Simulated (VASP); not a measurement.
Set up this calculation in VASP 6.6.1, as the native input.

```yaml
Task: single point
Functional: PBEsol
Potentials_or_basis: VASP PAW PBE potentials, release 64 (W_sv)
Cutoff: 520 eV
k_mesh: 8 × 8 × 8
Occupations: gaussian, width 0.1 eV
Spin: no spin polarisation
Dipole_correction: no
Further_INCAR_settings: ALGO = Fast; EDIFF = 1e-06; NBANDS = 66
```

The structure of W lies in POSCAR:

```
W
1.0
    5.0818688671      0.0000000000      0.0000000000
    0.0000000000      5.0818688671      0.0000000000
    0.0000000000      0.0000000000      5.0818688671
W
8
Direct
    0.0000000000      0.0000000000      0.0000000000
    0.5000000000      0.5000000000      0.5000000000
    0.0000000000      0.5000000000      0.2500000000
    0.0000000000      0.5000000000      0.7500000000
    0.2500000000      0.0000000000      0.5000000000
    0.7500000000      0.0000000000      0.5000000000
    0.5000000000      0.7500000000      0.0000000000
    0.5000000000      0.2500000000      0.0000000000
```

The input as run:

INCAR

```
SYSTEM = W
PREC     = Accurate       ! precision mode
ENCUT    = 520            ! plane-wave cutoff, eV
EDIFF    = 1E-6           ! SCF threshold, eV
ISMEAR   = 0              ! smearing method
SIGMA    = 0.1            ! smearing width, eV
LREAL    = .FALSE.        ! projectors in reciprocal space
LASPH    = .TRUE.         ! aspherical terms in the spheres
NELM     = 80             ! most SCF steps
ALGO     = Fast           ! electronic algorithm
ISIF     = 2              ! what is computed and relaxed
LWAVE    = .FALSE.        ! write WAVECAR
LCHARG   = .FALSE.        ! write CHGCAR
GGA      = PS             ! functional
NBANDS   = 66             ! bands
```

KPOINTS

```
regular mesh
0
G
  8 8 8
  0 0 0
```

Potentials or basis: VASP PAW PBE potentials, release 64 (W_sv).

The run is started by

```bash
$ cat potpaw_PBE.64/W_sv/POTCAR > POTCAR
$ mpirun -np 1 vasp_std > vasp.out
```

It gave:

* Pressure: -8.2 GPa
* Band gap on the k mesh: zero (bands 56 and 57 overlap by 0.82 eV)

Caveat: the cell stands under tension; the PAW data sets were made with another functional, which shifts forces and pressure a little; spin-orbit coupling is left out, which moves the levels of the heavy elements.

It took 5.3 min on 1 thread of Intel(R) Xeon(R) Platinum 8488C (Sapphire Rapids) (shared host), peak memory 0.36 GiB.
